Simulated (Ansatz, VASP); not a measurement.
TiO2 in VASP and in Ansatz

```
CELL_PARAMETERS angstrom
2.93923 0.00000 0.00000
0.00000 6.49247 0.00000
0.00000 0.00000 20.78596
ATOMIC_POSITIONS crystal
O 0.00000 0.00000 0.35660
O 0.50000 0.30963 0.41668
O 0.50000 0.69037 0.41668
O 0.00000 0.00000 0.47992
O 0.00000 0.50000 0.52008
O 0.50000 0.80963 0.58332
O 0.50000 0.19037 0.58332
O 0.00000 0.50000 0.64340
Ti 0.00000 0.50000 0.43504
Ti 0.50000 0.00000 0.40732
Ti 0.00000 0.00000 0.56496
Ti 0.50000 0.50000 0.59268
```

Alike in both runs: functional PBEsol; k mesh 9 × 4 × 1; occupations gaussian, width 0.05 eV; no spin polarisation.

Ansatz relaxed the structure, and its values are those at the end. VASP's run is a single point on that final structure, the one shown.

```csv
,VASP,Ansatz
version,VASP 6.6.1,Ansatz 0.2.0
potentials or method,"VASP PAW PBE potentials, release 64 (O, Ti_sv), cutoff 520 eV","scalar-relativistic, plane waves, PAW"
valence electrons in the cell,96,96
```

Ansatz gave:

* gap on the k mesh at the Fermi level (eV): 2.41
* least direct gap on the mesh (eV): 2.41
* rms of the force components (eV/Å): 0.002

Q: What did VASP give for the same quantities?

A: gap on the k mesh at the Fermi level (eV): 2.38; least direct gap on the mesh (eV): 2.38; rms of the force components (eV/Å): 0.050.

VASP's potentials were made for PBE, not for PBEsol. Ansatz's warnings: xc potential rough in thin density.
